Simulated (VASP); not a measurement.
# CuAs (P6_3/mmc) in VASP: further runs

Runs on CuAs. Level: LDA. Tasks: single point.

Program: VASP 6.6.1. These are calculated values, not measurements. Logs are shortened: lines on timing, memory, paths and dates and some standing lists are left out, and cuts for length are marked.

## 1. The cell of the first run

The structure is hexagonal, space group P6_3/mmc (No. 194). The conventional cell has a = 3.515 Å, b = 3.515 Å, c = 4.988 Å, α = 90.00°, β = 90.00°, γ = 120.00°. Within 3.1 Å of Cu (site symmetry -3m) lie 6 As at 2.38 Å and 2 Cu at 2.49 Å. As (site symmetry -6m2) has 6 Cu at 2.38 Å within 3.1 Å.

## 2. Single point, LDA

Contents of INCAR:

```
SYSTEM = CuAs
ALGO     = Normal         ! electronic algorithm
EDIFF    = 1E-6           ! SCF threshold, eV
ENCUT    = 520            ! plane-wave cutoff, eV
GGA      = CA             ! functional
ISIF     = 2              ! what is computed and relaxed
ISMEAR   = 0              ! smearing method
LASPH    = .TRUE.         ! aspherical terms in the spheres
LCHARG   = .TRUE.         ! write CHGCAR
LELF     = .TRUE.         ! ELF
LREAL    = .FALSE.        ! projectors in reciprocal space
LVHAR    = .TRUE.       
LWAVE    = .FALSE.        ! write WAVECAR
NBANDS   = 24             ! bands
NELM     = 60             ! most SCF steps
PREC     = Accurate       ! precision mode
SIGMA    = 0.15           ! smearing width, eV
```

Contents of KPOINTS:

```
k-points
0
G
  12 12 8
  0 0 0
```

Contents of POSCAR:

```
CuAs
1.0
    3.5151000000      0.0000000000      0.0000000000
   -1.7575500000      3.0441658968      0.0000000000
    0.0000000000      0.0000000000      4.9876000000
Cu As
2 2
Direct
    0.0000000000      0.0000000000      0.5000000000
    0.0000000000      0.0000000000      0.0000000000
    0.6666666667      0.3333333333      0.7500000000
    0.3333333333      0.6666666667      0.2500000000
```

Potentials or basis: VASP PAW LDA potentials, release 64 (Cu, As).

On the command line:

```sh
$ cat potpaw_LDA.64/Cu/POTCAR potpaw_LDA.64/As/POTCAR > POTCAR
$ mpirun -np 1 vasp_std > vasp.out
```

OUTCAR:

```text
SYSTEM = CuAs
   EDIFF = 1E-6
   ENCUT = 520
   GGA = CA
   ISIF = 2
   ISMEAR = 0
   LASPH = .TRUE.
   LREAL = .FALSE.
   NELM = 60
   PREC = Accurate

 ion  position               nearest neighbor table
   1  0.000  0.000  0.500-   3 2.38   4 2.38   4 2.38   3 2.38   3 2.38   4 2.38   2 2.49   2 2.49

   2  0.000  0.000  0.000-   3 2.38   4 2.38   4 2.38   3 2.38   3 2.38   4 2.38   1 2.49   1 2.49

   3  0.667  0.333  0.750-   1 2.38   2 2.38   1 2.38   2 2.38   1 2.38   2 2.38
   4  0.333  0.667  0.250-   1 2.38   2 2.38   1 2.38   2 2.38   1 2.38   2 2.38

  LATTYP: Found a hexagonal cell.
 ALAT       =     3.5151000000
 C/A-ratio  =     1.4189070012

  Lattice vectors:

 A1 = (   3.5151000000,   0.0000000000,   0.0000000000)
 A2 = (  -1.7575500000,   3.0441658968,   0.0000000000)
 A3 = (   0.0000000000,   0.0000000000,   4.9876000000)

Analysis of symmetry for initial positions (statically):
=====================================================================
 Subroutine PRICEL returns:
 Original cell was already a primitive cell.

 Routine SETGRP: Setting up the symmetry group for a
 hexagonal supercell.

 Subroutine GETGRP returns: Found 24 space group operations
 (whereof 12 operations were pure point group operations)
 out of a pool of 24 trial point group operations.

The static configuration has the point symmetry D_3d.
 The point group associated with its full space group is D_6h.

Analysis of symmetry for dynamics (positions and initial velocities):
=====================================================================
 Subroutine PRICEL returns:
 Original cell was already a primitive cell.

 Routine SETGRP: Setting up the symmetry group for a
 hexagonal supercell.

 Subroutine GETGRP returns: Found 24 space group operations
 (whereof 12 operations were pure point group operations)
 out of a pool of 24 trial point group operations.

The dynamic configuration has the point symmetry D_3d.
 The point group associated with its full space group is D_6h.

 Subroutine INISYM returns: Found 24 space group operations
 (whereof 12 operations are pure point group operations),
 and found     1 'primitive' translations

----------------------------------------------------------------------------------------

                                     Primitive cell

  volume of cell :      53.3701

  direct lattice vectors                    reciprocal lattice vectors
     3.515100000  0.000000000  0.000000000     0.284486928  0.164248604  0.000000000
    -1.757550000  3.044165897  0.000000000     0.000000000  0.328497209  0.000000000
     0.000000000  0.000000000  4.987600000     0.000000000  0.000000000  0.200497233

  length of vectors
     3.515100000  3.515100000  4.987600000     0.328497209  0.328497209  0.200497233

  position of ions in fractional coordinates (direct lattice)
     0.000000000  0.000000000  0.500000000
     0.000000000  0.000000000  0.000000000
     0.666666667  0.333333333  0.750000000
     0.333333333  0.666666667  0.250000000

  ion indices of the primitive-cell ions
   primitive index   ion index
                 1           1
                 2           2
                 3           3
                 4           4

----------------------------------------------------------------------------------------

 KPOINTS: k-points

Automatic generation of k-mesh.
 Grid dimensions read from file:
 generate k-points for:   12   12    8

 Generating k-lattice:

  Cartesian coordinates                     Fractional coordinates (reciprocal lattice)
     0.023707244  0.013687384  0.000000000     0.083333333  0.000000000  0.000000000
     0.000000000  0.027374767  0.000000000     0.000000000  0.083333333  0.000000000
     0.000000000  0.000000000  0.025062154     0.000000000  0.000000000  0.125000000

  Length of vectors
     0.027374767  0.027374767  0.025062154

  Shift w.r.t. Gamma in fractional coordinates (k-lattice)
     0.000000000  0.000000000  0.000000000

 Subroutine IBZKPT returns following result:
 ===========================================

 Found     95 irreducible k-points:

 Following reciprocal coordinates:
            Coordinates               Weight
  0.000000  0.000000  0.000000      1.000000
  0.083333 -0.000000  0.000000      6.000000
  0.166667  0.000000  0.000000      6.000000
  0.250000  0.000000  0.000000      6.000000
  0.333333 -0.000000  0.000000      6.000000
  0.416667  0.000000  0.000000      6.000000
[... 16 lines left out ...]
  0.250000  0.000000  0.125000     12.000000
  0.333333 -0.000000  0.125000     12.000000
 [... further k-points ...]
   k-points           NKPTS =     95   k-points in BZ     NKDIM =     95   number of bands    NBANDS=     24
   number of dos      NEDOS =    301   number of ions     NIONS =      4
   total plane-waves  NPLWV =  31360
   dimension x,y,z NGX =    28 NGY =   28 NGZ =   40
   dimension x,y,z NGXF=    56 NGYF=   56 NGZF=   80
   ions per type =               2   2
[... 69 lines left out ...]
  band No.  band energies     occupation
      1      -6.3218      2.00000
      2      -2.1771      2.00000
      3       0.9247      2.00000
      4       3.0166      2.00000
      5       3.0166      2.00000
      6       3.4845      2.00000
[... 16 lines left out ...]
     23      18.5025      0.00000
     24      18.5025      0.00000

 k-point     2 :       0.0833   -0.0000    0.0000
  band No.  band energies     occupation
      1      -6.2192      2.00000
      2      -2.1615      2.00000
      3       1.0370      2.00000
      4       3.0319      2.00000
      5       3.0347      2.00000
      6       3.4686      2.00000
[... 16 lines left out ...]
     23      17.3970      0.00000
     24      17.7979      0.00000

 k-point     3 :       0.1667    0.0000    0.0000
  band No.  band energies     occupation
      1      -5.9149      2.00000
      2      -2.1278      2.00000
      3       1.3681      2.00000
      4       3.0588      2.00000
      5       3.0791      2.00000
      6       3.3914      2.00000
[... 16 lines left out ...]
     23      16.8173      0.00000
     24      16.8200      0.00000

 k-point     4 :       0.2500    0.0000    0.0000
  band No.  band energies     occupation
      1      -5.4213      2.00000
      2      -2.1189      2.00000
      3       1.8965      2.00000
      4       2.8013      2.00000
      5       3.1212      2.00000
      6       3.3089      2.00000
[... 16 lines left out ...]
     23      17.5436      0.00000
     24      18.1410      0.00000

 k-point     5 :       0.3333   -0.0000    0.0000
  band No.  band energies     occupation
      1      -4.7659      2.00000
      2      -2.2158      2.00000
      3       1.9971      2.00000
      4       2.5592      2.00000
      5       3.1330      2.00000
      6       3.4096      2.00000
[... 16 lines left out ...]
     23      19.2479      0.00000
     24      19.8036      0.00000

 k-point     6 :       0.4167    0.0000    0.0000
  band No.  band energies     occupation
      1      -4.0115      2.00000
      2      -2.5273      2.00000
      3       1.2586      2.00000
      4       3.1209      2.00000
      5       3.1366      2.00000
      6       3.4969      2.00000
[... 16 lines left out ...]
     23      21.0035      0.00000
     24      21.6186      0.00000
[... 379 lines left out ...]
 k-point    21 :       0.0833   -0.0000    0.1250
  band No.  band energies     occupation
      1      -6.1321      2.00000
      2      -2.5465      2.00000
      3       1.4761      2.00000
      4       3.0797      2.00000
      5       3.0918      2.00000
      6       3.5151      2.00000
[... 16 lines left out ...]
     23      16.7905      0.00000
     24      17.5892      0.00000

 k-point    22 :       0.1667    0.0000    0.1250
  band No.  band energies     occupation
      1      -5.8298      2.00000
      2      -2.4503      2.00000
      3       1.6686      2.00000
      4       3.1218      2.00000
      5       3.1696      2.00000
      6       3.4413      2.00000
[... 16 lines left out ...]
     23      17.3850      0.00000
     24      17.4372      0.00000

 k-point    23 :       0.2500    0.0000    0.1250
  band No.  band energies     occupation
      1      -5.3402      2.00000
      2      -2.3490      2.00000
      3       1.9320      2.00000
      4       2.9337      2.00000
      5       3.1608      2.00000
      6       3.4368      2.00000
[... 16 lines left out ...]
     23      17.6165      0.00000
     24      18.2947      0.00000

 k-point    24 :       0.3333   -0.0000    0.1250
  band No.  band energies     occupation
      1      -4.6920      2.00000
      2      -2.3417      2.00000
      3       1.8484      2.00000
      4       2.5483      2.00000
      5       3.1701      2.00000
      6       3.5662      2.00000
[... 16 lines left out ...]
     23      19.2438      0.00000
     24      19.7937      0.00000

 [... further k-points ...]

------------------------ aborting loop because EDIFF is reached ----------------------------------------

  FORCE on cell =-STRESS in cart. coord.  units (eV):
  Direction    XX          YY          ZZ          XY          YZ          ZX
  --------------------------------------------------------------------------------------
  -------------------------------------------------------------------------------------
  Total        8.4760118      8.4760118      4.5139218     -0.0000000      0.0000000     -0.0000000
  in kB      254.4512072    254.4512072    135.5086423     -0.0000000      0.0000000     -0.0000000
  external PRESSURE =     214.8036855 kB  Pullay stress =       0.0000000 kB

 VOLUME and BASIS-vectors are now :
 -----------------------------------------------------------------------------
  energy-cutoff  :      520.00
  volume of cell :       53.37
      direct lattice vectors                 reciprocal lattice vectors
     3.515100000  0.000000000  0.000000000     0.284486928  0.164248604  0.000000000
    -1.757550000  3.044165897  0.000000000     0.000000000  0.328497209  0.000000000
     0.000000000  0.000000000  4.987600000     0.000000000  0.000000000  0.200497233

 POSITION                                       TOTAL-FORCE (eV/Angst)
 -----------------------------------------------------------------------------------
      0.00000      0.00000      2.49380         0.000000      0.000000      0.000000
      0.00000      0.00000      0.00000         0.000000      0.000000      0.000000
      1.75755      1.01472      3.74070        -0.000000      0.000000      0.000000
     -0.00000      2.02944      1.24690        -0.000000     -0.000000     -0.000000
 -----------------------------------------------------------------------------------
    total drift:                               -0.000000      0.000000     -0.000000

  FREE ENERGIE OF THE ION-ELECTRON SYSTEM (eV)
  ---------------------------------------------------
  free  energy   TOTEN  =       -19.5653279886 eV

  energy  without entropy=      -19.5479139840  energy(sigma->0) =      -19.55662099
```

Run time: 56 s. Hardware: 1 thread of Intel Xeon 6975P-C (Granite Rapids), shared host; peak memory 0.23 GiB.

Results:

* Free energy: -19.5653 eV
* Pressure: 21.5 GPa
* Band gap on the k mesh: zero (band 16 reaches 10.90 eV, above the bottom of band 17 at 7.95 eV)

Stress tensor (GPa, compression positive):
```
25.45  0.00  0.00
 0.00 25.45  0.00
 0.00  0.00 13.55
```

## 3. Single point, LDA

This run uses another cell than the first one, of 13.57 Å³/atom, 1.017 times its volume.

Contents of INCAR:

```
PREC = Accurate
ENCUT = 520
EDIFF = 1E-7
ISMEAR = 0
SIGMA = 0.15
LREAL = False
LASPH = True
NELM = 100
ALGO = Normal
ISIF = 2
LWAVE = False
LCHARG = False
GGA = CA
NBANDS = 24
```

Contents of KPOINTS:

```
regular mesh
0
Gamma
  12 12 8
```

Contents of POSCAR:

```
CuAs
1.0
    3.6915000000      0.0000000000      0.0000000000
   -1.8457500000      3.1969327781      0.0000000000
    0.0000000000      0.0000000000      4.5989000000
Cu As
2 2
Direct
    0.0000000000      0.0000000000      0.5000000000
    0.0000000000      0.0000000000      0.0000000000
    0.6666666667      0.3333333333      0.7500000000
    0.3333333333      0.6666666667      0.2500000000
```

Potentials or basis: VASP PAW LDA potentials, release 64 (Cu, As).

On the command line:

```sh
$ cat potpaw_LDA.64/Cu/POTCAR potpaw_LDA.64/As/POTCAR > POTCAR
$ mpirun -np 1 vasp_std > vasp.out
```

Run time: 55 s. Hardware: 1 thread of Intel Xeon 6975P-C (Granite Rapids), shared host; peak memory 0.23 GiB.

The run converged. Its results:

| Property | Result |
| --- | --- |
| Free energy | -19.7945 eV |
| Pressure | 17.7 GPa |
| Band gap on the k mesh | zero (band 16 reaches 9.91 eV, above the bottom of band 17 at 7.79 eV) |

Stress tensor (GPa, compression positive):
```
15.62  0.00  0.00
 0.00 15.62  0.00
 0.00  0.00 21.76
```

Levels at points of the mesh, in eV from the Fermi level:
```
           k point  band 14  band 15  band 16  band 17  band 18  band 19
(0.00, 0.00, 0.00)    -0.56    -0.56     1.21     1.21     2.29     3.19
(0.50, 0.00, 0.00)    -3.43    -3.38    -2.42     0.19     3.00     3.11
(0.00, 0.00, 0.50)    -0.97     0.95     0.95     0.95     0.95     4.87
(0.50, 0.00, 0.50)    -3.88    -1.00    -1.00     0.48     0.48     5.35
```

## 4. Single point, LDA

This run uses another cell than the first one, of 13.69 Å³/atom, 1.026 times its volume.

Contents of INCAR:

```
SYSTEM = CuAs
PREC = Accurate
ENCUT = 520
EDIFF = 1E-6
ISMEAR = 0
SIGMA = 0.15
LREAL = .FALSE.
LASPH = .TRUE.
NELM = 100
ALGO = Normal
ISIF = 2
LWAVE = .FALSE.
LCHARG = .TRUE.
LELF = .TRUE.
LVHAR = .TRUE.
NBANDS = 24
```

Contents of KPOINTS:

```
Automatic mesh
0
G
  12 12 8
  0 0 0
```

Contents of POSCAR:

```
CuAs
1.0
    3.5151000000      0.0000000000      0.0000000000
   -1.7575500000      3.0441658968      0.0000000000
    0.0000000000      0.0000000000      5.1171000000
Cu As
2 2
Direct
    0.0000000000      0.0000000000      0.5000000000
    0.0000000000      0.0000000000      0.0000000000
    0.6666666667      0.3333333333      0.7500000000
    0.3333333333      0.6666666667      0.2500000000
```

On the command line:

```sh
$ cat potpaw_LDA.64/Cu/POTCAR potpaw_LDA.64/As/POTCAR > POTCAR
$ mpirun -np 1 vasp_std > vasp.out
```

It took 60 s on 1 thread of Intel Xeon 6975P-C (Granite Rapids), shared host; peak memory 0.23 GiB.

It converged, with:

- Free energy: -19.6565 eV
- Pressure: 16.3 GPa
- Band gap on the k mesh: zero (band 16 reaches 10.60 eV, above the bottom of band 17 at 7.62 eV)

Stress tensor (GPa, compression positive):
```
20.67  0.00  0.00
 0.00 20.67  0.00
 0.00  0.00  7.66
```

Levels at points of the mesh, in eV from the Fermi level:
| k point | band 12 | band 13 | band 14 | band 15 | band 16 | band 17 | band 18 | band 19 | band 20 | band 21 |
| --- | --- | --- | --- | --- | --- | --- | --- | --- | --- | --- |
| (0.00, 0.00, 0.00) | -3.67 | -2.35 | 0.34 | 0.34 | 2.07 | 2.07 | 2.52 | 3.68 | 5.77 | 6.82 |
| (0.50, 0.00, 0.00) | -3.81 | -3.66 | -3.54 | -3.07 | -2.16 | -0.33 | 2.82 | 3.69 | 5.05 | 5.71 |
| (0.00, 0.00, 0.50) | -4.19 | -1.59 | -1.59 | 1.54 | 1.54 | 1.54 | 1.54 | 5.42 | 5.42 | 6.64 |
| (0.50, 0.00, 0.50) | -3.94 | -3.74 | -3.74 | -0.59 | -0.59 | 0.68 | 0.68 | 4.23 | 4.23 | 6.40 |

## 5. Single point, LDA

This run uses another cell than the first one, of 13.66 Å³/atom, 1.024 times its volume.

Contents of INCAR:

```
  ALGO = Normal
  EDIFF = 1E-7
  ENCUT = 520
  GGA = CA
  ISIF = 2
  ISMEAR = 0
  LASPH = True
  LCHARG = False
  LREAL = False
  LWAVE = False
  NBANDS = 24
  NELM = 60
  PREC = Accurate
  SIGMA = 0.15
```

Contents of KPOINTS:

```
k-points
0
Gamma
  12 12 8
```

Contents of POSCAR:

```
CuAs
1.0
    3.6033000000      0.0000000000      0.0000000000
   -1.8016500000      3.1205493375      0.0000000000
    0.0000000000      0.0000000000      4.8580437534
Cu As
2 2
Direct
    0.0000000000      0.0000000000      0.5000000000
    0.0000000000      0.0000000000      0.0000000000
    0.6666666667      0.3333333333      0.7500000000
    0.3333333333      0.6666666667      0.2500000000
```

On the command line:

```sh
$ cat potpaw_LDA.64/Cu/POTCAR potpaw_LDA.64/As/POTCAR > POTCAR
$ mpirun -np 1 vasp_std > vasp.out
```

Wall time 54 s (1 thread of Intel Xeon 6975P-C (Granite Rapids), shared host); peak memory 0.23 GiB.

The run converged. Its results:

- Free energy: -19.8190 eV
- Pressure: 16.2 GPa
- Band gap on the k mesh: zero (band 16 reaches 10.23 eV, above the bottom of band 17 at 7.66 eV)

Stress tensor (GPa, compression positive):
```
18.32  0.00  0.00
 0.00 18.32  0.00
 0.00  0.00 11.93
```

Levels at points of the mesh, in eV from the Fermi level:
```tsv
k point	band 12	band 13	band 14	band 15	band 16	band 17	band 18	band 19	band 20	band 21
(0.00, 0.00, 0.00)	-3.55	-2.03	-0.12	-0.12	1.64	1.64	2.94	2.94	5.10	6.57
(0.50, 0.00, 0.00)	-3.65	-3.56	-3.56	-3.55	-2.28	-0.08	2.89	3.37	5.07	5.65
(0.00, 0.00, 0.50)	-4.25	-1.22	-1.22	1.22	1.22	1.22	1.22	5.06	5.06	6.12
(0.50, 0.00, 0.50)	-4.02	-3.84	-3.84	-0.82	-0.82	0.62	0.62	4.74	4.74	7.23
```

## 6. The runs side by side

| cell | gap on the mesh (eV) | pressure (GPa) |
| --- | --- | --- |
| a = 3.515, b = 3.515, c = 4.988 Å, angles 90.0, 90.0, 120.0°, 4 atoms | none | 21.5 |
| a = 3.692, b = 3.692, c = 4.599 Å, angles 90.0, 90.0, 120.0°, 4 atoms | none | 17.7 |
| a = 3.515, b = 3.515, c = 5.117 Å, angles 90.0, 90.0, 120.0°, 4 atoms | none | 16.3 |
| a = 3.603, b = 3.603, c = 4.858 Å, angles 90.0, 90.0, 120.0°, 4 atoms | none | 16.2 |

Alike in all rows: task single point; level LDA; potentials or basis VASP PAW LDA potentials, release 64 (Cu, As); no spin polarisation; k mesh 12 × 12 × 8; cutoff (eV) 520; smearing gaussian 0.15 eV.

Absolute energies hang on the potentials; compare differences alone.
